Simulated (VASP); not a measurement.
# Sr (Fm-3m) in VASP: single point with PBE

Aim: the single point of Sr with PBE.

All numbers are computed with VASP 6.6.1; they aren't measurements. Logs are shortened: lines on timing, memory, paths and dates and some standing lists are left out, and cuts for length are marked.

### Step 1. The cell of the first run

It takes space group Fm-3m (No. 225, cubic). Conventional cell: a = 5.697 Å, b = 5.697 Å, c = 5.697 Å, α = 90.00°, β = 90.00°, γ = 90.00°. Sr (site symmetry m-3m) has 12 Sr at 4.03 Å within 5.3 Å.

### Step 2. Single point, PBE (volume scaled by 0.84)

Input file INCAR:

```
SYSTEM = Sr
PREC = Accurate
ENCUT = 520
EDIFF = 1E-6
ISMEAR = -1
SIGMA = 0.08
LREAL = .FALSE.
LASPH = .TRUE.
NELM = 60
ALGO = Normal
ISIF = 2
LWAVE = .FALSE.
LCHARG = .TRUE.
GGA = PE
LELF = .TRUE.
LVHAR = .TRUE.
NBANDS = 11
```

Input file KPOINTS:

```
Automatic mesh
0
G
  12 12 12
  0 0 0
```

Input file POSCAR:

```
Sr
1.0
    0.0000000000      2.8486728200      2.8486728200
    2.8486728200      0.0000000000      2.8486728200
    2.8486728200      2.8486728200      0.0000000000
Sr
1
Direct
    0.0000000000      0.0000000000      0.0000000000
```

Potentials or basis: VASP PAW PBE potentials, release 64 (Sr_sv).

Launch:

```console
cat potpaw_PBE.64/Sr_sv/POTCAR > POTCAR
mpirun -np 1 vasp_std > vasp.out
```

OUTCAR:

```text
SYSTEM = Sr
   PREC = Accurate
   ENCUT = 520
   EDIFF = 1E-6
   ISMEAR = -1
   LREAL = .FALSE.
   LASPH = .TRUE.
   NELM = 60
   ISIF = 2
   GGA = PE

 ion  position               nearest neighbor table
   1  0.000  0.000  0.000-

  LATTYP: Found a face centered cubic cell.
 ALAT       =     5.6973456400

  Lattice vectors:

 A1 = (   0.0000000000,   2.8486728200,   2.8486728200)
 A2 = (   2.8486728200,   0.0000000000,   2.8486728200)
 A3 = (   2.8486728200,   2.8486728200,   0.0000000000)

Analysis of symmetry for initial positions (statically):
=====================================================================
 Subroutine PRICEL returns:
 Original cell was already a primitive cell.

 Routine SETGRP: Setting up the symmetry group for a
 face centered cubic supercell.

 Subroutine GETGRP returns: Found 48 space group operations
 (whereof 48 operations were pure point group operations)
 out of a pool of 48 trial point group operations.

The static configuration has the point symmetry O_h .

Analysis of symmetry for dynamics (positions and initial velocities):
=====================================================================
 Subroutine PRICEL returns:
 Original cell was already a primitive cell.

 Routine SETGRP: Setting up the symmetry group for a
 face centered cubic supercell.

 Subroutine GETGRP returns: Found 48 space group operations
 (whereof 48 operations were pure point group operations)
 out of a pool of 48 trial point group operations.

The dynamic configuration has the point symmetry O_h .

 Subroutine INISYM returns: Found 48 space group operations
 (whereof 48 operations are pure point group operations),
 and found     1 'primitive' translations

----------------------------------------------------------------------------------------

                                     Primitive cell

  volume of cell :      46.2336

  direct lattice vectors                    reciprocal lattice vectors
     0.000000000  2.848672820  2.848672820    -0.175520332  0.175520332  0.175520332
     2.848672820  0.000000000  2.848672820     0.175520332 -0.175520332  0.175520332
     2.848672820  2.848672820  0.000000000     0.175520332  0.175520332 -0.175520332

  length of vectors
     4.028631737  4.028631737  4.028631737     0.304010133  0.304010133  0.304010133

  position of ions in fractional coordinates (direct lattice)
     0.000000000  0.000000000  0.000000000

  ion indices of the primitive-cell ions
   primitive index   ion index
                 1           1

[... 72 lines left out ...]
   LREAL  =      F    real-space projection
   EDIFFG = 0.1E-04   stopping-criterion for IOM
   NSW    =      0    number of steps for IOM
   IBRION =     -1    ionic relax: 0-MD 1-quasi-New 2-CG
   NFREE  =      0    steps in history (QN), initial steepest desc. (CG)
   ISIF   =      2    stress and relaxation
   ISYM   =      2    0-nonsym 1-usesym 2-fastsym
   POTIM  = 0.5000    time-step for ionic-motion
   TEBEG  =    0.0;   TEEND  =   0.0 temperature during run
   PSTRESS=    0.0 pullay stress
   NELECT =      10.0000    total number of electrons
   NUPDOWN=      -1.0000    fix difference up-down
   EMIN   =  10.00;   EMAX   =-10.00  energy-range for DOS
   EFERMI =   0.00;   METHOD = LEGACY
   ISMEAR =    -1;   SIGMA  =   0.08  broadening in eV -4-tet -1-fermi 0-gaus
   EFERMI_NEDOS =   21; number of points for ismear=-14 and -15
   IALGO  =     38    algorithm
   IMIX   =      4    mixing-type and parameters
     AMIX     =   0.40;   BMIX     =  1.00
     AMIX_MAG =   1.60;   BMIX_MAG =  1.00
  volume/ion in A,a.u.               =      46.23       312.00
  Fermi-wavevector in a.u.,A,eV,Ry     =   0.982703  1.857039 13.139215  0.965705
  Thomas-Fermi vector in A             =   2.113806
   LORBIT       =      0    0 simple, 1 ext, 2 COOP (PROOUT), +10 PAW based schemes
   GGA     = PE    functional components
   LHFCALC =     F    Hartree Fock is set to
   AEXX    =    0.0000 exact exchange contribution
   IVDW    =     0    specifies the selected vdW correction
   LEPSILON=     F    determine dielectric tensor
   LRPA    =     F    only Hartree local field effects (RPA)
 non-spin polarized calculation
  energy-cutoff  :      520.00
  volume of cell :       46.23
 maximum number of plane-waves:      1267
 NGX is ok and might be reduce to    30
   NGX = 15   NGY = 15   NGZ = 15

 number of electron      10.0000000 magnetization

 Free energy of the ion-electron system (eV)
  ---------------------------------------------------
  ext. energy  EPLUGINS =         0.00000000
  ---------------------------------------------------
  free energy    TOTEN  =        -1.58530424 eV

  energy without entropy =       -1.56238653  energy(sigma->0) =       -1.57384538

 E-fermi :   2.2329     XC(G=0):  -7.8958

 val. band max:        2.1657913509   @ k =  -0.2500   0.5000   0.2500
 cond. band min:       2.2492219819   @ k =  -0.3333   0.3333   0.1667
 fundamental gap:      0.0834306309
 Fermi energy:         2.2329230013

 k-point     1 :       0.0000    0.0000    0.0000
  band No.  band energies     occupation
      1     -34.0760      2.00000
      2     -15.9174      2.00000
      3     -15.9174      2.00000
      4     -15.9174      2.00000
      5      -1.6776      2.00000
      6       4.7472      0.00000
      7       4.7472      0.00000
      8       4.7472      0.00000
      9       6.5129      0.00000
     10       6.5129      0.00000
     11       9.8764      0.00000
[... 309 lines left out ...]
 k-point    24 :      -0.4167    0.1667    0.0000
  band No.  band energies     occupation
      1     -34.0416      2.00000
      2     -16.2420      2.00000
      3     -16.0298      2.00000
      4     -15.9775      2.00000
      5       1.4393      1.99990
      6       2.4640      0.10540
      7       3.8991      0.00000
      8       4.9464      0.00000
      9       7.4037      0.00000
     10       7.8592      0.00000
     11       8.7399      0.00000

 [... further k-points ...]
[... 5 lines left out ...]
  --------------------------------------------------------------------------------------
  -------------------------------------------------------------------------------------
  Total        0.7821541      0.7821541      0.7821541     -0.0000000     -0.0000000     -0.0000000
  in kB       27.1047369     27.1047369     27.1047369     -0.0000000     -0.0000000     -0.0000000
  external PRESSURE =      27.1047369 kB  Pullay stress =       0.0000000 kB

 VOLUME and BASIS-vectors are now :
 -----------------------------------------------------------------------------
  energy-cutoff  :      520.00
  volume of cell :       46.23
      direct lattice vectors                 reciprocal lattice vectors
     0.000000000  2.848672820  2.848672820    -0.175520332  0.175520332  0.175520332
     2.848672820  0.000000000  2.848672820     0.175520332 -0.175520332  0.175520332
     2.848672820  2.848672820  0.000000000     0.175520332  0.175520332 -0.175520332

 POSITION                                       TOTAL-FORCE (eV/Angst)
 -----------------------------------------------------------------------------------
      0.00000      0.00000      0.00000        -0.000000      0.000000     -0.000000
 -----------------------------------------------------------------------------------
    total drift:                               -0.000000     -0.000000      0.000000

  FREE ENERGIE OF THE ION-ELECTRON SYSTEM (eV)
  ---------------------------------------------------
  free  energy   TOTEN  =        -1.5853042367 eV

  energy  without entropy=       -1.5623865263  energy(sigma->0) =       -1.57384538
```

OSZICAR:

```text
N       E                     dE             d eps       ncg     rms          rms(c)
DAV:   1     0.346170123943E+02    0.34617E+02   -0.49044E+03  1584   0.800E+02
DAV:   2    -0.804086906923E-01   -0.34697E+02   -0.34066E+02  1850   0.153E+02
DAV:   3    -0.152669671344E+01   -0.14463E+01   -0.14329E+01  2257   0.230E+01
DAV:   4    -0.158971426036E+01   -0.63018E-01   -0.62882E-01  2073   0.437E+00
DAV:   5    -0.159083451490E+01   -0.11203E-02   -0.11202E-02  2217   0.474E-01    0.127E+01
DAV:   6    -0.158741074867E+01    0.34238E-02   -0.55241E-03  1894   0.833E-01    0.731E+00
DAV:   7    -0.158529880071E+01    0.21119E-02   -0.10823E-02  2287   0.110E+00    0.233E-01
DAV:   8    -0.158528242781E+01    0.16373E-04   -0.35261E-04  2108   0.132E-01    0.513E-02
DAV:   9    -0.158530082598E+01   -0.18398E-04   -0.49406E-05  2407   0.372E-02    0.196E-02
DAV:  10    -0.158530465002E+01   -0.38240E-05   -0.44420E-06  1903   0.173E-02    0.893E-03
DAV:  11    -0.158530423671E+01    0.41332E-06   -0.22553E-07  1001   0.341E-03
   1 F= -.15853042E+01 E0= -.15738454E+01  d E =-.229177E-01
```

stdout:

```text
POSCAR found type information on POSCAR Sr
 POSCAR found :  1 types and       1 ions
 scaLAPACK will be used
 LDA part: xc-table for (Slater+PW92), standard interpolation
 POSCAR, INCAR and KPOINTS ok, starting setup
 FFT: planning ... GRIDC
 FFT: planning ... GRID_SOFT
 FFT: planning ... GRID
 WAVECAR not read
 entering main loop
```

It took 14 s on 1 thread of Intel Xeon 6975P-C (Granite Rapids), shared host; peak memory 0.18 GiB.

What came out:

* Free energy: -1.5853 eV
* Pressure: 2.7 GPa

Levels at points of the mesh, in eV from the Fermi level:
| k point | band 3 | band 4 | band 5 | band 6 | band 7 | band 8 |
| --- | --- | --- | --- | --- | --- | --- |
| (0.00, 0.00, 0.00) | -18.15 | -18.15 | -3.91 | 2.51 | 2.51 | 2.51 |
| (0.50, 0.00, 0.00) | -18.20 | -18.20 | -1.23 | 0.33 | 2.32 | 2.32 |
| (0.50, 0.50, 0.00) | -18.28 | -18.28 | -0.87 | 0.16 | 1.50 | 5.56 |
